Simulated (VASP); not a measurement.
# HgTe (Fm-3m) in VASP: further runs

HgTe is run at these levels: PBE; tasks: single point.

Program: VASP 6.6.1. These are calculated values, not measurements. Logs are shortened: lines on timing, memory, paths and dates and some standing lists are left out, and cuts for length are marked.

## 1. The cell of the first run

It takes space group Fm-3m (No. 225, cubic). The conventional cell has a = 5.764 Å, b = 5.764 Å, c = 5.764 Å, α = 90.00°, β = 90.00°, γ = 90.00°. Hg (site symmetry m-3m) has 6 Te at 2.88 Å within 3.8 Å. Te (site symmetry m-3m) has 6 Hg at 2.88 Å within 3.8 Å.

## 2. Single point, PBE (volume scaled by 0.96)

INCAR reads:

```
SYSTEM = HgTe
ALGO     = Normal         ! electronic algorithm
EDIFF    = 1E-6           ! SCF threshold, eV
ENCUT    = 520            ! plane-wave cutoff, eV
GGA      = PE             ! functional
ISIF     = 2              ! what is computed and relaxed
ISMEAR   = -1             ! smearing method
LASPH    = .True.         ! aspherical terms in the spheres
LCHARG   = .False.        ! write CHGCAR
LREAL    = .False.        ! projectors in reciprocal space
LWAVE    = .False.        ! write WAVECAR
NBANDS   = 16             ! bands
NELM     = 80             ! most SCF steps
PREC     = Accurate       ! precision mode
SIGMA    = 0.08           ! smearing width, eV
```

KPOINTS reads:

```
k-points
0
Gamma
  12 12 12
  0 0 0
```

POSCAR reads:

```
HgTe
1.0
    0.0000000000      2.8820154301      2.8820154301
    2.8820154301      0.0000000000      2.8820154301
    2.8820154301      2.8820154301      0.0000000000
Hg Te
1 1
Direct
    0.0000000000      0.0000000000      0.0000000000
    0.5000000000      0.5000000000      0.5000000000
```

Potentials or basis: VASP PAW PBE potentials, release 64 (Hg, Te).

On the command line:

```bash
$ cat potpaw_PBE.64/Hg/POTCAR potpaw_PBE.64/Te/POTCAR > POTCAR
$ mpirun -np 1 vasp_std > vasp.out
```

OUTCAR:

```text
SYSTEM = HgTe
   EDIFF = 1E-6
   ENCUT = 520
   GGA = PE
   ISIF = 2
   ISMEAR = -1
   LASPH = .True.
   LREAL = .False.
   NELM = 80
   PREC = Accurate

 ion  position               nearest neighbor table
   1  0.000  0.000  0.000-   2 2.88   2 2.88   2 2.88   2 2.88   2 2.88   2 2.88
   2  0.500  0.500  0.500-   1 2.88   1 2.88   1 2.88   1 2.88   1 2.88   1 2.88

  LATTYP: Found a face centered cubic cell.
 ALAT       =     5.7640308602

  Lattice vectors:

 A1 = (   0.0000000000,   2.8820154301,   2.8820154301)
 A2 = (   2.8820154301,   0.0000000000,   2.8820154301)
 A3 = (   2.8820154301,   2.8820154301,   0.0000000000)

Analysis of symmetry for initial positions (statically):
=====================================================================
 Subroutine PRICEL returns:
 Original cell was already a primitive cell.

 Routine SETGRP: Setting up the symmetry group for a
 face centered cubic supercell.

 Subroutine GETGRP returns: Found 48 space group operations
 (whereof 48 operations were pure point group operations)
 out of a pool of 48 trial point group operations.

The static configuration has the point symmetry O_h .

Analysis of symmetry for dynamics (positions and initial velocities):
=====================================================================
 Subroutine PRICEL returns:
 Original cell was already a primitive cell.

 Routine SETGRP: Setting up the symmetry group for a
 face centered cubic supercell.

 Subroutine GETGRP returns: Found 48 space group operations
 (whereof 48 operations were pure point group operations)
 out of a pool of 48 trial point group operations.

The dynamic configuration has the point symmetry O_h .

 Subroutine INISYM returns: Found 48 space group operations
 (whereof 48 operations are pure point group operations),
 and found     1 'primitive' translations

----------------------------------------------------------------------------------------

                                     Primitive cell

  volume of cell :      47.8761

  direct lattice vectors                    reciprocal lattice vectors
     0.000000000  2.882015430  2.882015430    -0.173489703  0.173489703  0.173489703
     2.882015430  0.000000000  2.882015430     0.173489703 -0.173489703  0.173489703
     2.882015430  2.882015430  0.000000000     0.173489703  0.173489703 -0.173489703

  length of vectors
     4.075785308  4.075785308  4.075785308     0.300492980  0.300492980  0.300492980

  position of ions in fractional coordinates (direct lattice)
     0.000000000  0.000000000  0.000000000
     0.500000000  0.500000000  0.500000000

  ion indices of the primitive-cell ions
   primitive index   ion index
                 1           1
                 2           2

----------------------------------------------------------------------------------------

 KPOINTS: k-points

Automatic generation of k-mesh.
 Grid dimensions read from file:
 generate k-points for:   12   12   12

 Generating k-lattice:

  Cartesian coordinates                     Fractional coordinates (reciprocal lattice)
    -0.014457475  0.014457475  0.014457475     0.083333333  0.000000000  0.000000000
     0.014457475 -0.014457475  0.014457475     0.000000000  0.083333333  0.000000000
     0.014457475  0.014457475 -0.014457475     0.000000000  0.000000000  0.083333333

  Length of vectors
     0.025041082  0.025041082  0.025041082

  Shift w.r.t. Gamma in fractional coordinates (k-lattice)
     0.000000000  0.000000000  0.000000000

 Subroutine IBZKPT returns following result:
 ===========================================

 Found     72 irreducible k-points:

 Following reciprocal coordinates:
            Coordinates               Weight
  0.000000  0.000000  0.000000      1.000000
  0.083333  0.000000  0.000000      8.000000
  0.166667  0.000000  0.000000      8.000000
  0.250000  0.000000  0.000000      8.000000
  0.333333  0.000000  0.000000      8.000000
  0.416667  0.000000  0.000000      8.000000
[... 16 lines left out ...]
  0.500000  0.166667  0.000000     24.000000
 -0.416667  0.166667  0.000000     24.000000
 [... further k-points ...]
   k-points           NKPTS =     72   k-points in BZ     NKDIM =     72   number of bands    NBANDS=     16
   number of dos      NEDOS =    301   number of ions     NIONS =      2
   total plane-waves  NPLWV =  27000
   dimension x,y,z NGX =    30 NGY =   30 NGZ =   30
   dimension x,y,z NGXF=    60 NGYF=   60 NGZF=   60
   ions per type =               1   1
   NGX,Y,Z   is equivalent  to a cutoff of  12.24, 12.24, 12.24 a.u.
   NGXF,Y,Z  is equivalent  to a cutoff of  24.47, 24.47, 24.47 a.u.
 SYSTEM =  HgTe
   PREC   = accura    normal or accurate (medium, high low for compatibility)
   ISTART =      0    job   : 0-new  1-cont  2-samecut
   ICHARG =      2    charge: 1-file 2-atom 10-const
   ISPIN  =      1    spin polarized calculation?
   LNONCOLLINEAR =      F non collinear calculations
   LSORBIT =      F    spin-orbit coupling
   LASPH  =      T    aspherical Exc in radial PAW
   ENCUT  =  520.0 eV  38.22 Ry    6.18 a.u.   7.58  7.58  7.58*2*pi/ulx,y,z
   NELM   =     80;   NELMIN=  2; NELMDL= -5     # of ELM steps
   EDIFF  = 0.1E-05   stopping-criterion for ELM
   LREAL  =      F    real-space projection
   EDIFFG = 0.1E-04   stopping-criterion for IOM
   NSW    =      0    number of steps for IOM
   IBRION =     -1    ionic relax: 0-MD 1-quasi-New 2-CG
   NFREE  =      0    steps in history (QN), initial steepest desc. (CG)
   ISIF   =      2    stress and relaxation
   ISYM   =      2    0-nonsym 1-usesym 2-fastsym
   POTIM  = 0.5000    time-step for ionic-motion
   TEBEG  =    0.0;   TEEND  =   0.0 temperature during run
   PSTRESS=    0.0 pullay stress
   NELECT =      18.0000    total number of electrons
   NUPDOWN=      -1.0000    fix difference up-down
   EMIN   =  10.00;   EMAX   =-10.00  energy-range for DOS
   EFERMI =   0.00;   METHOD = LEGACY
   ISMEAR =    -1;   SIGMA  =   0.08  broadening in eV -4-tet -1-fermi 0-gaus
   EFERMI_NEDOS =   21; number of points for ismear=-14 and -15
   IALGO  =     38    algorithm
   IMIX   =      4    mixing-type and parameters
     AMIX     =   0.40;   BMIX     =  1.00
     AMIX_MAG =   1.60;   BMIX_MAG =  1.00
  volume/ion in A,a.u.               =      23.94       161.54
  Fermi-wavevector in a.u.,A,eV,Ry     =   1.181570  2.232843 18.995190  1.396107
  Thomas-Fermi vector in A             =   2.317841
   LORBIT       =      0    0 simple, 1 ext, 2 COOP (PROOUT), +10 PAW based schemes
   GGA     = PE    functional components
   LHFCALC =     F    Hartree Fock is set to
   AEXX    =    0.0000 exact exchange contribution
   IVDW    =     0    specifies the selected vdW correction
   LEPSILON=     F    determine dielectric tensor
   LRPA    =     F    only Hartree local field effects (RPA)
 non-spin polarized calculation
  energy-cutoff  :      520.00
  volume of cell :       47.88
 maximum number of plane-waves:      1308
   NGX = 15   NGY = 15   NGZ = 15

 number of electron      18.0000000 magnetization

 Free energy of the ion-electron system (eV)
  ---------------------------------------------------
  ext. energy  EPLUGINS =         0.00000000
  ---------------------------------------------------
  free energy    TOTEN  =        -2.95861712 eV

  energy without entropy =       -2.93549921  energy(sigma->0) =       -2.94705817

 E-fermi :   6.4688     XC(G=0): -10.7097

 val. band max:        6.4291745293   @ k =   0.4167   0.0833   0.0000
 cond. band min:       6.5118789014   @ k =   0.3333   0.2500   0.0000
 fundamental gap:      0.0827043722
 Fermi energy:         6.4688389270

 k-point     1 :       0.0000    0.0000    0.0000
  band No.  band energies     occupation
      1      -6.9119      2.00000
      2      -0.9727      2.00000
      3      -0.9727      2.00000
      4      -0.9093      2.00000
      5      -0.9093      2.00000
      6      -0.9093      2.00000
[... 8 lines left out ...]
     15      14.6451      0.00000
     16      14.6451      0.00000

 k-point     2 :       0.0833    0.0000    0.0000
  band No.  band energies     occupation
      1      -6.8311      2.00000
      2      -1.0088      2.00000
      3      -1.0088      2.00000
      4      -0.9241      2.00000
      5      -0.8960      2.00000
      6      -0.8960      2.00000
[... 8 lines left out ...]
     15      14.6612      0.00000
     16      14.6612      0.00000

 k-point     3 :       0.1667    0.0000    0.0000
  band No.  band energies     occupation
      1      -6.5941      2.00000
      2      -1.1123      2.00000
      3      -1.1123      2.00000
      4      -0.9752      2.00000
      5      -0.8503      2.00000
      6      -0.8503      2.00000
[... 8 lines left out ...]
     15      14.9795      0.00000
     16      14.9795      0.00000

 k-point     4 :       0.2500    0.0000    0.0000
  band No.  band energies     occupation
      1      -6.2206      2.00000
      2      -1.2482      2.00000
      3      -1.2482      2.00000
      4      -1.0902      2.00000
      5      -0.7840      2.00000
      6      -0.7840      2.00000
[... 8 lines left out ...]
     15      15.5489      0.00000
     16      15.5489      0.00000

 k-point     5 :       0.3333    0.0000    0.0000
  band No.  band energies     occupation
      1      -5.7571      2.00000
      2      -1.3767      2.00000
      3      -1.3767      2.00000
      4      -1.3271      2.00000
      5      -0.7155      2.00000
      6      -0.7155      2.00000
[... 8 lines left out ...]
     15      16.3262      0.00000
     16      16.3262      0.00000

 k-point     6 :       0.4167    0.0000    0.0000
  band No.  band energies     occupation
      1      -5.3134      2.00000
      2      -1.6822      2.00000
      3      -1.4665      2.00000
      4      -1.4665      2.00000
      5      -0.6643      2.00000
      6      -0.6643      2.00000
[... 8 lines left out ...]
     15      17.2106      0.00000
     16      17.2106      0.00000

 k-point     7 :       0.5000    0.0000    0.0000
  band No.  band energies     occupation
      1      -5.1105      2.00000
      2      -1.8809      2.00000
      3      -1.4985      2.00000
      4      -1.4985      2.00000
      5      -0.6453      2.00000
      6      -0.6453      2.00000
[... 8 lines left out ...]
     15      17.7399      0.00000
     16      17.7399      0.00000

 k-point     8 :       0.0833    0.0833    0.0000
  band No.  band energies     occupation
      1      -6.8055      2.00000
      2      -1.0679      2.00000
      3      -0.9629      2.00000
      4      -0.9249      2.00000
      5      -0.8970      2.00000
      6      -0.8970      2.00000
[... 8 lines left out ...]
     15      15.4866      0.00000
     16      15.4867      0.00000

 k-point     9 :       0.1667    0.0833    0.0000
  band No.  band energies     occupation
      1      -6.6246      2.00000
      2      -1.1807      2.00000
      3      -1.0087      2.00000
      4      -0.9547      2.00000
      5      -0.8710      2.00000
      6      -0.8528      2.00000
[... 8 lines left out ...]
     15      15.3567      0.00000
     16      15.8035      0.00000
[... 172 lines left out ...]
 k-point    19 :       0.1667    0.1667    0.0000
  band No.  band energies     occupation
      1      -6.5101      2.00000
      2      -1.2909      2.00000
      3      -0.9673      2.00000
      4      -0.9359      2.00000
      5      -0.8556      2.00000
      6      -0.8556      2.00000
[... 8 lines left out ...]
     15      16.7840      0.00000
     16      16.7840      0.00000

 k-point    20 :       0.2500    0.1667    0.0000
  band No.  band energies     occupation
      1      -6.2633      2.00000
      2      -1.4019      2.00000
      3      -1.0018      2.00000
      4      -0.9897      2.00000
      5      -0.8167      2.00000
      6      -0.7835      2.00000
[... 8 lines left out ...]
     15      16.7621      0.00000
     16      17.0843      0.00000

 k-point    21 :       0.3333    0.1667    0.0000
  band No.  band energies     occupation
      1      -5.9159      2.00000
      2      -1.4837      2.00000
      3      -1.1083      2.00000
      4      -1.0584      2.00000
      5      -0.7610      2.00000
      6      -0.7005      2.00000
[... 8 lines left out ...]
     15      17.0095      0.00000
     16      17.5057      0.00000

 k-point    22 :       0.4167    0.1667    0.0000
  band No.  band energies     occupation
      1      -5.5329      2.00000
      2      -1.5202      2.00000
      3      -1.2415      2.00000
      4      -1.1538      2.00000
      5      -0.6952      2.00000
      6      -0.6429      2.00000
[... 8 lines left out ...]
     15      17.9323      0.00000
     16      18.1231      0.00000

 k-point    23 :       0.5000    0.1667    0.0000
  band No.  band energies     occupation
      1      -5.2315      2.00000
      2      -1.5573      2.00000
      3      -1.3561      2.00000
      4      -1.2456      2.00000
      5      -0.6338      2.00000
      6      -0.6235      2.00000
[... 8 lines left out ...]
     15      17.9642      0.00000
     16      18.6524      0.00000

 k-point    24 :      -0.4167    0.1667    0.0000
  band No.  band energies     occupation
      1      -5.1623      2.00000
      2      -1.6461      2.00000
      3      -1.4278      2.00000
      4      -1.1995      2.00000
      5      -0.6435      2.00000
      6      -0.5982      2.00000
[... 8 lines left out ...]
     15      16.9126      0.00000
     16      17.7609      0.00000

 [... further k-points ...]

------------------------ aborting loop because EDIFF is reached ----------------------------------------

  FORCE on cell =-STRESS in cart. coord.  units (eV):
  Direction    XX          YY          ZZ          XY          YZ          ZX
  --------------------------------------------------------------------------------------
  -------------------------------------------------------------------------------------
  Total        4.5120928      4.5120928      4.5120928     -0.0000000      0.0000000      0.0000000
  in kB      150.9974821    150.9974821    150.9974821     -0.0000000      0.0000000      0.0000000
  external PRESSURE =     150.9974821 kB  Pullay stress =       0.0000000 kB

 VOLUME and BASIS-vectors are now :
 -----------------------------------------------------------------------------
  energy-cutoff  :      520.00
  volume of cell :       47.88
      direct lattice vectors                 reciprocal lattice vectors
     0.000000000  2.882015430  2.882015430    -0.173489703  0.173489703  0.173489703
     2.882015430  0.000000000  2.882015430     0.173489703 -0.173489703  0.173489703
     2.882015430  2.882015430  0.000000000     0.173489703  0.173489703 -0.173489703

 POSITION                                       TOTAL-FORCE (eV/Angst)
 -----------------------------------------------------------------------------------
      0.00000      0.00000      0.00000         0.000000      0.000000      0.000000
      2.88202      2.88202      2.88202         0.000000      0.000000     -0.000000
 -----------------------------------------------------------------------------------
    total drift:                               -0.000000      0.000000      0.000000

  FREE ENERGIE OF THE ION-ELECTRON SYSTEM (eV)
  ---------------------------------------------------
  free  energy   TOTEN  =        -2.9586171217 eV

  energy  without entropy=       -2.9354992101  energy(sigma->0) =       -2.94705817
```

Wall time 24 s (1 thread of AMD EPYC 9R45 (Zen 5), shared host); peak memory 0.18 GiB.

What came out:

```
Free energy            : -2.9586 eV
Pressure               : 15.1 GPa
Band gap on the k mesh : zero (band 9 reaches 6.96 eV, above the bottom of band 10 at 3.51 eV)
```

Caveat: spin-orbit coupling is left out, which moves the levels of the heavy elements.

## 3. Single point, PBE (volume scaled by 0.98)

INCAR reads:

```
PREC = Accurate
ENCUT = 520
EDIFF = 1E-7
ISMEAR = -1
SIGMA = 0.08
LREAL = F
LASPH = T
NELM = 60
ALGO = Normal
ISIF = 2
LWAVE = F
LCHARG = F
GGA = PE
NBANDS = 16
```

KPOINTS reads:

```
Automatic mesh
0
Gamma
  12 12 12
```

POSCAR reads:

```
HgTe
1.0
    0.0000000000      2.9018920266      2.9018920266
    2.9018920266      0.0000000000      2.9018920266
    2.9018920266      2.9018920266      0.0000000000
Hg Te
1 1
Direct
    0.0000000000      0.0000000000      0.0000000000
    0.5000000000      0.5000000000      0.5000000000
```

Potentials or basis: VASP PAW PBE potentials, release 64 (Hg, Te).

On the command line:

```bash
$ cat potpaw_PBE.64/Hg/POTCAR potpaw_PBE.64/Te/POTCAR > POTCAR
$ mpirun -np 1 vasp_std > vasp.out
```

Run time: 27 s. Hardware: 1 thread of AMD EPYC 9R45 (Zen 5), shared host; peak memory 0.18 GiB.

The run converged. Its results:

* Free energy: -3.0456 eV
* Pressure: 12.8 GPa
* Band gap on the k mesh: zero (band 9 reaches 6.66 eV, above the bottom of band 10 at 3.30 eV)

Levels at points of the mesh, in eV from the Fermi level:
```csv
k point,band 7,band 8,band 9,band 10,band 11,band 12
"(0.00, 0.00, 0.00)",-0.93,-0.93,-0.93,-0.23,7.74,7.74
"(0.50, 0.00, 0.00)",-6.14,0.46,0.46,2.46,3.73,3.73
"(0.50, 0.50, 0.00)",-5.32,-2.94,-2.90,-2.90,4.64,10.03
```

Caveat: spin-orbit coupling is left out, which moves the levels of the heavy elements.
